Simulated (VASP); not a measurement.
Here is a VASP 6.6.1 calculation.

The input INCAR:

```
PREC = Accurate
ENCUT = 520
EDIFF = 1E-6
ISMEAR = 1
SIGMA = 0.05
LREAL = False
LASPH = True
NELM = 100
ALGO = Normal
ISIF = 2
LWAVE = False
LCHARG = False
GGA = CA
NBANDS = 11
```

The input KPOINTS:

```
Automatic mesh
0
Gamma
  9 9 9
```

The input POSCAR:

```
Ca
1.0
   -2.2484551958      2.2484551958      2.2391868198
    2.2484551958     -2.2484551958      2.2391868198
    2.2484551958      2.2484551958     -2.2391868198
Ca
1
Direct
    0.5000000000      0.5000000000      0.0000000000
```

Potentials or basis: VASP PAW LDA potentials, release 64 (Ca_sv).

Launch:

```bash
$ cat potpaw_LDA.64/Ca_sv/POTCAR > POTCAR
$ mpirun -np 1 vasp_std > vasp.out
```

Problem. Estimate the band gap on the k mesh.

Solution. Zero (bands 5 and 6 overlap by 0.18 eV).

Problem. Estimate the pressure.

Solution. -2.5 GPa.
